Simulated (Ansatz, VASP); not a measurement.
# KTaO3: VASP beside Ansatz

INCAR

```
SYSTEM = KTaO3
ALGO     = Normal         ! electronic algorithm
EDIFF    = 1E-7           ! SCF threshold, eV
ENCUT    = 520            ! plane-wave cutoff, eV
GGA      = PE             ! functional
ISIF     = 2              ! what is computed and relaxed
ISMEAR   = 0              ! smearing method
LASPH    = .TRUE.         ! aspherical terms in the spheres
LCHARG   = .FALSE.        ! write CHGCAR
LREAL    = .FALSE.        ! projectors in reciprocal space
LWAVE    = .FALSE.        ! write WAVECAR
NBANDS   = 27             ! bands
NELM     = 100            ! most SCF steps
PREC     = Accurate       ! precision mode
SIGMA    = 0.02           ! smearing width, eV
```

KPOINTS

```
k-points
0
G
  8 8 8
  0 0 0
```

The input POSCAR:

```
KTaO3
1.0
    3.9423878042      0.0000000000      0.0000000000
    0.0000000000      3.9423878042      0.0000000000
    0.0000000000      0.0000000000      3.9423878042
K Ta O
1 1 3
Direct
    0.5000000000      0.5000000000      0.5000000000
    0.0000000000      0.0000000000      0.0000000000
    0.5000000000      0.0000000000      0.0000000000
    0.0000000000      0.5000000000      0.0000000000
    0.0000000000      0.0000000000      0.5000000000
```

Input for Ansatz:

```yaml
crystal:
  lattice:
    - [3.9423878042, 0.0, 0.0]
    - [0.0, 3.9423878042, 0.0]
    - [0.0, 0.0, 3.9423878042]
  atoms:
    - { symbol: K, position: [0.5, 0.5, 0.5] }
    - { symbol: Ta, position: [0.0, 0.0, 0.0] }
    - { symbol: O, position: [0.5, 0.0, 0.0] }
    - { symbol: O, position: [0.0, 0.5, 0.0] }
    - { symbol: O, position: [0.0, 0.0, 0.5] }
basis:
  ecutwfc: 420
kpoints:
  mp_grid: { grid: [8, 8, 8] }
hamiltonian:
  xc: pbe
scf:
  occupations: { method: gaussian, width: 0.02 }
output:
  forces: true
  stress: true
  eigenvalues: true
```

Alike in both runs: task single point; functional PBE; k mesh 8 × 8 × 8; occupations gaussian, width 0.02 eV; no spin polarisation.

|  | VASP | Ansatz |
| --- | --- | --- |
| version | VASP 6.6.1 | Ansatz 0.2.0 |
| potentials or method | VASP PAW PBE potentials, release 64 (K_sv, Ta_pv, O), cutoff 520 eV | scalar-relativistic, plane waves, PAW |
| valence electrons in the cell | 38 | 40 |

```tsv
	VASP	Ansatz	Ansatz less VASP
gap on the k mesh at the Fermi level (eV)	2.25	2.30	+0.050
least direct gap on the mesh (eV)	2.85	2.89	+0.036
pressure (GPa)	14.2	13.3	-0.82
```

With one functional, cell and mesh, what is left measures potentials, basis and numerics. VASP's potentials hold 38 valence electrons a cell and Ansatz's 40, so a difference there can come from the potentials and not from the codes.

Spin-orbit coupling is off throughout.
